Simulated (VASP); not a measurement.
# AlN in VASP: further runs, part 3 of 3

VASP 6.6.1. The steps go on from the part before.

## 5. Single point, LDA (mode 4 frozen in at -0.017 Å and mode 5 at -0.052 Å (largest displacements))

Input file INCAR:

```
PREC     = Accurate       # precision mode
ENCUT    = 520            # plane-wave cutoff, eV
EDIFF    = 1E-7           # SCF threshold, eV
ISMEAR   = 0              # smearing method
SIGMA    = 0.05           # smearing width, eV
LREAL    = F              # projectors in reciprocal space
LASPH    = T              # aspherical terms in the spheres
NELM     = 100            # most SCF steps
ALGO     = Normal         # electronic algorithm
ISIF     = 2              # what is computed and relaxed
LWAVE    = F              # write WAVECAR
LCHARG   = F              # write CHGCAR
GGA      = CA             # functional
NBANDS   = 16             # bands
```

Input file KPOINTS:

```
Automatic mesh
0
Gamma
  9 9 6
```

Input file POSCAR:

```
AlN
1.0
    3.0887424016      0.0000000000      0.0000000000
   -1.5443712008      2.6749293856      0.0000000000
    0.0000000000      0.0000000000      4.9437688231
Al N
2 2
Direct
    0.3181196095      0.6473764378      0.0015212672
    0.6818803905      0.3526235622      0.5015212672
    0.3469090297      0.6838799599      0.3834787328
    0.6530909703      0.3161200401      0.8834787328
```

Potentials or basis: VASP PAW LDA potentials, release 64 (Al, N).

Run with:

```console
> cat potpaw_LDA.64/Al/POTCAR potpaw_LDA.64/N/POTCAR > POTCAR
> mpirun -np 1 vasp_std > vasp.out
```

OUTCAR:

```text
PREC = Accurate
   ENCUT = 520
   EDIFF = 1E-7
   ISMEAR = 0
   LREAL = F
   LASPH = T
   NELM = 100
   ISIF = 2
   GGA = CA

 ion  position               nearest neighbor table
   1  0.318  0.647  0.002-   4 1.87   4 1.88   4 1.88   3 1.89   2 3.00   2 3.00   2 3.04   2 3.04
                             2 3.11   2 3.11
   2  0.682  0.353  0.502-   3 1.87   3 1.88   3 1.88   4 1.89   1 3.00   1 3.00   1 3.04   1 3.04
                             1 3.11   1 3.11
   3  0.347  0.684  0.383-   2 1.87   2 1.88   2 1.88   1 1.89
   4  0.653  0.316  0.883-   1 1.87   1 1.88   1 1.88   2 1.89

  LATTYP: Found a hexagonal cell.
 ALAT       =     3.0887424016
 C/A-ratio  =     1.6005766038

  Lattice vectors:

 A1 = (   3.0887424016,   0.0000000000,   0.0000000000)
 A2 = (  -1.5443712008,   2.6749293856,   0.0000000000)
 A3 = (   0.0000000000,   0.0000000000,   4.9437688231)

Analysis of symmetry for initial positions (statically):
=====================================================================
 Subroutine PRICEL returns:
 Original cell was already a primitive cell.

 Routine SETGRP: Setting up the symmetry group for a
 hexagonal supercell.

 Subroutine GETGRP returns: Found  2 space group operations
 (whereof  1 operations were pure point group operations)
 out of a pool of 24 trial point group operations.

The static configuration has the point symmetry C_1 .
 The point group associated with its full space group is C_2 .

Analysis of symmetry for dynamics (positions and initial velocities):
=====================================================================
 Subroutine PRICEL returns:
 Original cell was already a primitive cell.

 Routine SETGRP: Setting up the symmetry group for a
 hexagonal supercell.

[... 120 lines left out ...]
   NELECT =      16.0000    total number of electrons
   NUPDOWN=      -1.0000    fix difference up-down
   EMIN   =  10.00;   EMAX   =-10.00  energy-range for DOS
   EFERMI =   0.00;   METHOD = LEGACY
   ISMEAR =     0;   SIGMA  =   0.05  broadening in eV -4-tet -1-fermi 0-gaus
   EFERMI_NEDOS =   21; number of points for ismear=-14 and -15
   IALGO  =     38    algorithm
   IMIX   =      4    mixing-type and parameters
     AMIX     =   0.40;   BMIX     =  1.00
     AMIX_MAG =   1.60;   BMIX_MAG =  1.00
  volume/ion in A,a.u.               =      10.21        68.91
  Fermi-wavevector in a.u.,A,eV,Ry     =   1.197836  2.263582 19.521797  1.434812
  Thomas-Fermi vector in A             =   2.333741
   LORBIT       =      0    0 simple, 1 ext, 2 COOP (PROOUT), +10 PAW based schemes
   GGA     = CA    functional components
   LHFCALC =     F    Hartree Fock is set to
   AEXX    =    0.0000 exact exchange contribution
   IVDW    =     0    specifies the selected vdW correction
   LEPSILON=     F    determine dielectric tensor
   LRPA    =     F    only Hartree local field effects (RPA)
 non-spin polarized calculation
 Gauss-broadening in eV      SIGMA  =   0.05
  energy-cutoff  :      520.00
  volume of cell :       40.85
 maximum number of plane-waves:      1118
   NGX = 11   NGY = 11   NGZ = 19

 number of electron      15.9999999 magnetization

 Free energy of the ion-electron system (eV)
  ---------------------------------------------------
  ext. energy  EPLUGINS =         0.00000000
  ---------------------------------------------------
  free energy    TOTEN  =       -32.81751264 eV

  energy without entropy =      -32.81751264  energy(sigma->0) =      -32.81751264

 E-fermi :   6.3844     XC(G=0): -11.3441

 val. band max:        6.1343134414   @ k =   0.0000   0.0000   0.0000
 cond. band min:      10.5214914770   @ k =   0.0000   0.0000   0.0000
 fundamental gap:      4.3871780356
 Fermi energy:         6.3843981227

 k-point     1 :       0.0000    0.0000    0.0000
  band No.  band energies     occupation
      1      -9.0561      2.00000
      2      -6.7612      2.00000
      3      -0.0361      2.00000
      4       5.2013      2.00000
      5       5.2553      2.00000
      6       5.8026      2.00000
[... 433 lines left out ...]
      3       1.1997      2.00000
      4       2.1212      2.00000
      5       2.2665      2.00000
      6       3.6790      2.00000
[... 8 lines left out ...]
     15      18.3671      0.00000
     16      20.9656      0.00000

 [... further k-points ...]
[... 5 lines left out ...]
  --------------------------------------------------------------------------------------
  -------------------------------------------------------------------------------------
  Total        0.1197066      0.1377827      0.1473455     -0.0366793      0.0000000      0.0000000
  in kB        4.6954426      5.4044686      5.7795651     -1.4387299      0.0000000      0.0000000
  external PRESSURE =       5.2931588 kB  Pullay stress =       0.0000000 kB

 VOLUME and BASIS-vectors are now :
 -----------------------------------------------------------------------------
  energy-cutoff  :      520.00
  volume of cell :       40.85
      direct lattice vectors                 reciprocal lattice vectors
     3.088742402  0.000000000  0.000000000     0.323756361  0.186920822  0.000000000
    -1.544371201  2.674929386  0.000000000     0.000000000  0.373841644  0.000000000
     0.000000000  0.000000000  4.943768823     0.000000000  0.000000000  0.202274830

 POSITION                                       TOTAL-FORCE (eV/Angst)
 -----------------------------------------------------------------------------------
     -0.01720      1.73169      0.00752         0.106649      0.283094      0.021135
      1.56157      0.94324      2.47941        -0.106649     -0.283094      0.021135
      0.01535      1.82933      1.89583        -0.041180     -0.138800     -0.021135
      1.52902      0.84560      4.36771         0.041180      0.138800     -0.021135
 -----------------------------------------------------------------------------------
    total drift:                               -0.000000     -0.000000     -0.000549

  FREE ENERGIE OF THE ION-ELECTRON SYSTEM (eV)
  ---------------------------------------------------
  free  energy   TOTEN  =       -32.8175126386 eV

  energy  without entropy=      -32.8175126386  energy(sigma->0) =      -32.81751264
```

OSZICAR:

```text
N       E                     dE             d eps       ncg     rms          rms(c)
DAV:   1     0.365004988678E+02    0.36500E+02   -0.73301E+03  5248   0.895E+02
DAV:   2    -0.348818649341E+02   -0.71382E+02   -0.65734E+02  7448   0.178E+02
DAV:   3    -0.379420272569E+02   -0.30602E+01   -0.30514E+01  6488   0.373E+01
DAV:   4    -0.379570652604E+02   -0.15038E-01   -0.15037E-01  6672   0.317E+00
DAV:   5    -0.379572141647E+02   -0.14890E-03   -0.14890E-03  6512   0.308E-01    0.124E+01
DAV:   6    -0.329341572572E+02    0.50231E+01   -0.11450E+01  5472   0.241E+01    0.438E+00
DAV:   7    -0.328788496581E+02    0.55308E-01   -0.51520E-01  6552   0.472E+00    0.284E+00
DAV:   8    -0.328202260535E+02    0.58624E-01   -0.68294E-02  5616   0.219E+00    0.339E-01
DAV:   9    -0.328174134058E+02    0.28126E-02   -0.54596E-03  6792   0.530E-01    0.218E-01
DAV:  10    -0.328175602219E+02   -0.14682E-03   -0.56667E-04  6112   0.151E-01    0.108E-01
DAV:  11    -0.328175131461E+02    0.47076E-04   -0.84609E-05  6296   0.680E-02    0.189E-02
DAV:  12    -0.328175127787E+02    0.36744E-06   -0.13784E-06  6480   0.898E-03    0.475E-03
DAV:  13    -0.328175126386E+02    0.14007E-06   -0.58347E-07  6528   0.553E-03    0.831E-04
DAV:  14    -0.328175126386E+02    0.50818E-10   -0.94348E-09  3112   0.788E-04
   1 F= -.32817513E+02 E0= -.32817513E+02  d E =-.792575E-15
```

Wall time 38 s (1 thread of Intel Xeon Platinum 8488C (Sapphire Rapids), shared host); peak memory 0.2 GiB.

What came out:

```
Free energy            : -32.8175 eV
Pressure               : 0.5 GPa
Largest force          : 0.303 eV/Å
Band gap on the k mesh : 4.39 eV, direct
```

Forces on the atoms (eV/Å):
```
Al   0.107  0.283  0.021
Al  -0.107 -0.283  0.021
N   -0.041 -0.139 -0.021
N    0.041  0.139 -0.021
```

Stress tensor (GPa, compression positive):
```
 0.47 -0.14  0.00
-0.14  0.54  0.00
 0.00  0.00  0.58
```

Caveat: the cell differs from its parent crystal (mode 4 frozen in at -0.017 Å and mode 5 at -0.052 Å (largest displacements)). A k mesh can miss the band edges.
